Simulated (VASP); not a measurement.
# ZnS (I-4m2) in VASP: single point with HSE06

Aim: the single point of ZnS with HSE06.

Program: VASP 6.6.1. These are calculated values, not measurements. Logs are shortened: lines on timing, memory, paths and dates and some standing lists are left out, and cuts for length are marked.

**1. The cell of the first run**

The structure is tetragonal, space group I-4m2 (No. 119). The conventional cell has a = 3.767 Å, b = 3.767 Å, c = 5.388 Å, α = 90.00°, β = 90.00°, γ = 90.00°. Zn (site symmetry -4m2) has 4 S at 2.32 Å within 3.1 Å. S (site symmetry -4m2) has 4 Zn at 2.32 Å within 3.1 Å.

**2. Single point, HSE06 (biaxial xy strain -1.1%)**

File POSCAR:

```
ZnS
1.0
    0.0000000000      2.6639216839      2.6940955541
    2.6639216839      0.0000000000      2.6940955541
    2.6639216839      2.6639216839      0.0000000000
Zn S
1 1
Direct
    0.2500000000      0.2500000000      0.2500000000
    0.0000000000      0.0000000000      0.0000000000
```

File INCAR.step1:

```
  ALGO = Normal
  EDIFF = 1E-5
  ENCUT = 520
  GGA = PE
  ISIF = 2
  ISMEAR = 0
  LASPH = T
  LCHARG = F
  LREAL = F
  LWAVE = T
  NBANDS = 16
  NELM = 80
  PREC = Accurate
  SIGMA = 0.01
```

File INCAR.step2:

```
  ALGO = Normal
  EDIFF = 1E-6
  ENCUT = 520
  GGA = PE
  HFSCREEN = 0.2079
  ISIF = 2
  ISMEAR = 0
  ISTART = 1
  LASPH = T
  LCHARG = F
  LHFCALC = T
  LREAL = F
  LWAVE = F
  NBANDS = 16
  NELM = 80
  PREC = Accurate
  PRECFOCK = Normal
  SIGMA = 0.01
```

File KPOINTS:

```
k-points
0
Gamma
  6 6 6
```

Potentials or basis: VASP PAW PBE potentials, release 64 (Zn, S).

Command:

```bash
cat potpaw_PBE.64/Zn/POTCAR potpaw_PBE.64/S/POTCAR > POTCAR
cp INCAR.step1 INCAR
mpirun -np 1 vasp_std > vasp.out
cp INCAR.step2 INCAR
mpirun -np 1 vasp_std > vasp.out
```

OUTCAR:

```text
EDIFF = 1E-6
   ENCUT = 520
   GGA = PE
   HFSCREEN = 0.2079
   ISIF = 2
   ISMEAR = 0
   ISTART = 1
   LASPH = T
   LHFCALC = T
   LREAL = F
   NELM = 80
   PREC = Accurate
   PRECFOCK = Normal

 ion  position               nearest neighbor table
   1  0.250  0.250  0.250-   2 2.32   2 2.32   2 2.32   2 2.32
   2  0.000  0.000  0.000-   1 2.32   1 2.32   1 2.32   1 2.32

  LATTYP: Found a body centered tetragonal cell.
 ALAT       =     3.7673541745
 C/A-ratio  =     1.4302321626

  Lattice vectors:

 A1 = (  -2.6639216839,   0.0000000000,   2.6940955541)
 A2 = (   2.6639216839,   0.0000000000,   2.6940955541)
 A3 = (   0.0000000000,   2.6639216839,  -2.6940955541)

Analysis of symmetry for initial positions (statically):
=====================================================================
 Subroutine PRICEL returns:
 Original cell was already a primitive cell.

 Routine SETGRP: Setting up the symmetry group for a
 body centered tetragonal supercell.

 Subroutine GETGRP returns: Found  8 space group operations
 (whereof  8 operations were pure point group operations)
 out of a pool of 16 trial point group operations.

The static configuration has the point symmetry D_2d.

Analysis of symmetry for dynamics (positions and initial velocities):
=====================================================================
 Subroutine PRICEL returns:
 Original cell was already a primitive cell.

 Routine SETGRP: Setting up the symmetry group for a
 body centered tetragonal supercell.

 Subroutine GETGRP returns: Found  8 space group operations
 (whereof  8 operations were pure point group operations)
 out of a pool of 16 trial point group operations.

The dynamic configuration has the point symmetry D_2d.

 Subroutine INISYM returns: Found  8 space group operations
 (whereof  8 operations are pure point group operations),
 and found     1 'primitive' translations

----------------------------------------------------------------------------------------

                                     Primitive cell

  volume of cell :      38.2372

  direct lattice vectors                    reciprocal lattice vectors
     0.000000000  2.663921684  2.694095554    -0.187693205  0.187693205  0.185591042
     2.663921684  0.000000000  2.694095554     0.187693205 -0.187693205  0.185591042
[... 90 lines left out ...]
   NFREE  =      0    steps in history (QN), initial steepest desc. (CG)
   ISIF   =      2    stress and relaxation
   ISYM   =      3    0-nonsym 1-usesym 2-fastsym
   POTIM  = 0.5000    time-step for ionic-motion
   TEBEG  =    0.0;   TEEND  =   0.0 temperature during run
   PSTRESS=    0.0 pullay stress
   NELECT =      18.0000    total number of electrons
   NUPDOWN=      -1.0000    fix difference up-down
   EMIN   =  10.00;   EMAX   =-10.00  energy-range for DOS
   EFERMI =   0.00;   METHOD = LEGACY
   ISMEAR =     0;   SIGMA  =   0.01  broadening in eV -4-tet -1-fermi 0-gaus
   EFERMI_NEDOS =   21; number of points for ismear=-14 and -15
   IALGO  =     38    algorithm
   IMIX   =      1    mixing-type and parameters
     AMIX     =   0.40;   BMIX     =  1.00
     AMIX_MAG =   1.60;   BMIX_MAG =  1.00
  volume/ion in A,a.u.               =      19.12       129.02
  Fermi-wavevector in a.u.,A,eV,Ry     =   1.273514  2.406592 22.066442  1.621838
  Thomas-Fermi vector in A             =   2.406333
   LORBIT       =      0    0 simple, 1 ext, 2 COOP (PROOUT), +10 PAW based schemes
   GGA     = PE    functional components
   LHFCALC =     T    Hartree Fock is set to
   PRECFOCK=normal    Normal, Fast or Accurate (Low or Medium for compatibility)
   ENCUT4O =  -1.0   cutoff for four orbital integrals eV
   NKREDX  =     1    reduce k-point grid by
   NKREDY  =     1    reduce k-point grid by
   NKREDZ  =     1    reduce k-point grid by
   AEXX    =    0.2500 exact exchange contribution
   HFSCREEN=    0.2079 screening length (either q_TF or 0.3 A-1)
   HFSCREENC=   0.2079 screening length for correlation (either q_TF or 0.3 A-1)
   ENCUTFOCK=  -1.0 apply spherical cutoff to Coloumb kernel
   IVDW    =     0    specifies the selected vdW correction
   LEPSILON=     F    determine dielectric tensor
   LRPA    =     F    only Hartree local field effects (RPA)
 non-spin polarized calculation
 Gauss-broadening in eV      SIGMA  =   0.01
  energy-cutoff  :      520.00
  volume of cell :       38.24
 maximum number of plane-waves:      1039
  NGX = 24; NGY = 24; NGZ = 24

 number of electron      18.0000018 magnetization

 Free energy of the ion-electron system (eV)
  ---------------------------------------------------
  ext. energy  EPLUGINS =         0.00000000
  ---------------------------------------------------
  free energy    TOTEN  =        -8.35464915 eV

  energy without entropy =       -8.35464915  energy(sigma->0) =       -8.35464915

 E-fermi :   1.7455     XC(G=0):  -8.0883

 val. band max:        1.6892056068   @ k =   0.0000   0.0000   0.0000
 cond. band min:       5.1505337923   @ k =   0.0000   0.0000   0.0000
 fundamental gap:      3.4613281854
 Fermi energy:         1.7454600637

 k-point     1 :       0.0000    0.0000    0.0000
  band No.  band energies     occupation
      1     -12.8812      2.00000
      2      -6.2898      2.00000
      3      -6.2839      2.00000
      4      -6.2839      2.00000
      5      -5.8073      2.00000
      6      -5.8043      2.00000
[... 433 lines left out ...]
      3      -6.0067      2.00000
      4      -5.9642      2.00000
      5      -5.7515      2.00000
      6      -5.5376      2.00000
[... 8 lines left out ...]
     15      17.0292      0.00000
     16      18.4623      0.00000

 [... further k-points ...]

------------------------ aborting loop because EDIFF is reached ----------------------------------------

  FORCE on cell =-STRESS in cart. coord.  units (eV):
  Direction    XX          YY          ZZ          XY          YZ          ZX
  --------------------------------------------------------------------------------------
  -------------------------------------------------------------------------------------
  Total        0.8809663      0.8809663      0.7691161      0.0000000      0.0000000      0.0000000
  in kB       36.9133927     36.9133927     32.2267560      0.0000000      0.0000000      0.0000000
  external PRESSURE =      35.3511805 kB  Pullay stress =       0.0000000 kB

 VOLUME and BASIS-vectors are now :
 -----------------------------------------------------------------------------
  energy-cutoff  :      520.00
  volume of cell :       38.24
      direct lattice vectors                 reciprocal lattice vectors
     0.000000000  2.663921684  2.694095554    -0.187693205  0.187693205  0.185591042
     2.663921684  0.000000000  2.694095554     0.187693205 -0.187693205  0.185591042
     2.663921684  2.663921684  0.000000000     0.187693205  0.187693205 -0.185591042

 POSITION                                       TOTAL-FORCE (eV/Angst)
 -----------------------------------------------------------------------------------
      1.33196      1.33196      1.34705        -0.000000     -0.000000     -0.000000
      0.00000      0.00000      0.00000         0.000000      0.000000      0.000000
 -----------------------------------------------------------------------------------
    total drift:                               -0.000003     -0.000003     -0.000007

  FREE ENERGIE OF THE ION-ELECTRON SYSTEM (eV)
  ---------------------------------------------------
  free  energy   TOTEN  =        -8.3546491534 eV

  energy  without entropy=       -8.3546491534  energy(sigma->0) =       -8.35464915
```

It took 50 min on 1 thread of AMD EPYC 9R45 (Zen 5), shared host; peak memory 0.26 GiB.

Results:

| Quantity | Value |
| --- | --- |
| Free energy | -8.3546 eV |
| Pressure | 3.5 GPa |
| Band gap on the k mesh | 3.46 eV |

Stress tensor (GPa, compression positive):
```
3.69 0.00 0.00
0.00 3.69 0.00
0.00 0.00 3.22
```

Levels at points of the mesh, in eV from the valence-band top:
```
           k point  band 6  band 7  band 8  band 9  band 10  band 11  band 12  band 13
(0.00, 0.00, 0.00)   -7.49   -0.04    0.00    0.00     3.46     7.65     7.65     7.65
(0.50, 0.00, 0.00)   -7.24   -5.84   -1.01   -0.94     4.59     8.10     8.21    10.32
(0.50, 0.50, 0.00)   -7.22   -5.21   -2.44   -2.44     4.33     5.31    12.70    13.93
(0.50, 0.00, 0.50)   -7.20   -5.13   -2.52   -2.49     4.27     5.20    12.84    13.85
```

Caveat: the cell differs from its parent crystal (biaxial xy strain -1.1%); the cell stands under pressure; the PAW data sets were made with another functional, which shifts forces and pressure a little.
